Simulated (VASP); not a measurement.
Set up this calculation in VASP 6.6.1, as the native input.

```
Task                   : single point
Functional             : PBE
Potentials or basis    : VASP PAW PBE potentials, release 64 (Co, O)
Cutoff                 : 520 eV
k mesh                 : 18 × 18 × 18
Occupations            : gaussian, width 0.1 eV
Spin                   : collinear spin, ferromagnetic start
Starting moments       : [4.3, 1.89] μB
Fixed moment           : 7 μB
Dipole correction      : no
Further INCAR settings : ALGO = Normal; EDIFF = 1e-07; NBANDS = 18
```

The structure of CoO lies in POSCAR:

```
CoO
1.0
    1.5054695445      0.8691832468      2.4399269062
   -1.5054695445      0.8691832468      2.4399269062
    0.0000000000     -1.7383664936      2.4399269062
Co O
1 1
Direct
    0.0000000000      0.0000000000      0.0000000000
    0.5000000000      0.5000000000      0.5000000000
```

These files were run (other wordings do the same):

INCAR

```
SYSTEM = CoO
PREC     = Accurate       ! precision mode
ENCUT    = 520            ! plane-wave cutoff, eV
EDIFF    = 1E-7           ! SCF threshold, eV
ISMEAR   = 0              ! smearing method
SIGMA    = 0.1            ! smearing width, eV
LREAL    = .False.        ! projectors in reciprocal space
LASPH    = .True.         ! aspherical terms in the spheres
NELM     = 150            ! most SCF steps
ALGO     = Normal         ! electronic algorithm
ISIF     = 2              ! what is computed and relaxed
LWAVE    = .False.        ! write WAVECAR
LCHARG   = .False.        ! write CHGCAR
ISPIN    = 2              ! spin polarisation
MAGMOM   = 4.3 1.89       ! initial moments
LORBIT   = 11             ! projections on sites
NUPDOWN  = 7.0            ! fixed moment
LMAXMIX  = 4              ! l up to which the mixer works
GGA      = PE             ! functional
NBANDS   = 18             ! bands
```

KPOINTS

```
regular mesh
0
Gamma
  18 18 18
  0 0 0
```

Potentials or basis: VASP PAW PBE potentials, release 64 (Co, O).

Launch:

```console
$ cat potpaw_PBE.64/Co/POTCAR potpaw_PBE.64/O/POTCAR > POTCAR
$ mpirun -np 1 vasp_std > vasp.out
```

Results of the run:

| Property | Result |
| --- | --- |
| Pressure | 127.4 GPa |
| Net moment | 7.00 μB per cell |
| Site moments | Co +4.39; O +1.59 μB |
| Valence electrons inside the program's atomic spheres | Co 7.59; O 4.83 |

Caveat: the cell stands under pressure; the total moment is fixed, so each spin has its own Fermi level; a cell with one magnetic atom can't hold antiferromagnetic order, which such compounds often take.

Wall time 2.6 min on 1 thread of Intel(R) Xeon(R) 6975P-C (Granite Rapids) (shared host), peak memory 0.4 GiB.
